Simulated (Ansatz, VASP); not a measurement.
**One calculation of Ta2SiOF2, two programs**

File INCAR:

```
PREC = Accurate ; ENCUT = 600
EDIFF = 1E-6 ; ISMEAR = 0
SIGMA = 0.1 ; LREAL = False
LASPH = True ; NELM = 100
ALGO = Normal ; ISIF = 3
LWAVE = False ; LCHARG = False
GGA = PE ; IBRION = 2
NSW = 100 ; EDIFFG = -0.01
```

File KPOINTS:

```
Automatic mesh
0
Gamma
  10 10 6
```

The input POSCAR:

```
Ta2SiOF2
1.0
    4.0462119727      0.0000000000      0.0000000000
    0.0000000000      4.0462119727      0.0000000000
    0.0000000000      0.0000000000      5.9908887538
Ta Si O F
2 1 1 2
Direct
    0.5000000000      0.0000000000      0.0108031893
    0.0000000000      0.5000000000      0.0108031893
    0.0000000000      0.0000000000      0.2697857215
    0.5000000000      0.5000000000      0.8804721210
    0.0000000000      0.0000000000      0.5470187473
    0.5000000000      0.5000000000      0.2797160717
```

Input for Ansatz:

```yaml
crystal:
  lattice:
    - [4.0462119727, 0.0, 0.0]
    - [0.0, 4.0462119727, 0.0]
    - [0.0, 0.0, 5.9908887538]
  atoms:
    - { symbol: Ta, position: [0.5, 0.0, 0.0108031893] }
    - { symbol: Ta, position: [0.0, 0.5, 0.0108031893] }
    - { symbol: Si, position: [0.0, 0.0, 0.2697857215] }
    - { symbol: O, position: [0.5, 0.5, 0.880472121] }
    - { symbol: F, position: [0.0, 0.0, 0.5470187473] }
    - { symbol: F, position: [0.5, 0.5, 0.2797160717] }
basis:
  ecutwfc: 420
kpoints:
  mp_grid: { grid: [10, 10, 6] }
hamiltonian:
  xc: pbe
scf:
  occupations: { method: gaussian, width: 0.1 }
output:
  forces: true
  stress: true
  eigenvalues: true
relax:
  adjacent_minimum: "off"
  f_tol: 0.01
  max_steps: 80
  cell: { stress_tol: 0.05 }
```

Change from the starting cell: species swapped into the LaGdCl2O2 type (P4mm, No. 99).

Alike in both runs: task relaxation of cell and atoms; functional PBE; k mesh 10 × 10 × 6; occupations gaussian, width 0.1 eV; no spin polarisation.

|  | VASP | Ansatz |
| --- | --- | --- |
| version | VASP 6.6.1 | Ansatz 0.2.0 |
| potentials or method | VASP PAW PBE potentials, release 64 (Ta_pv, Si, O, F), cutoff 600 eV | scalar-relativistic, plane waves, PAW |
| valence electrons in the cell | 46 | 50 |

Ansatz gave:

* gap on the k mesh at the Fermi level, each at its own relaxed structure (eV): none
* relaxed volume (Å³/atom): 16.62
* relaxed length of the cell vector where the two differ most in proportion (Å): 6.090

Question: Which values does VASP return?

Answer: gap on the k mesh at the Fermi level, each at its own relaxed structure (eV): none; relaxed volume (Å³/atom): 16.38; relaxed length of the cell vector where the two differ most in proportion (Å): 5.997.

A gap of «none» marks a metal or a gap that the smearing closes. VASP's potentials hold 46 valence electrons a cell and Ansatz's 50, so a difference there can come from the potentials and not from the codes.

Spin-orbit coupling is off throughout.
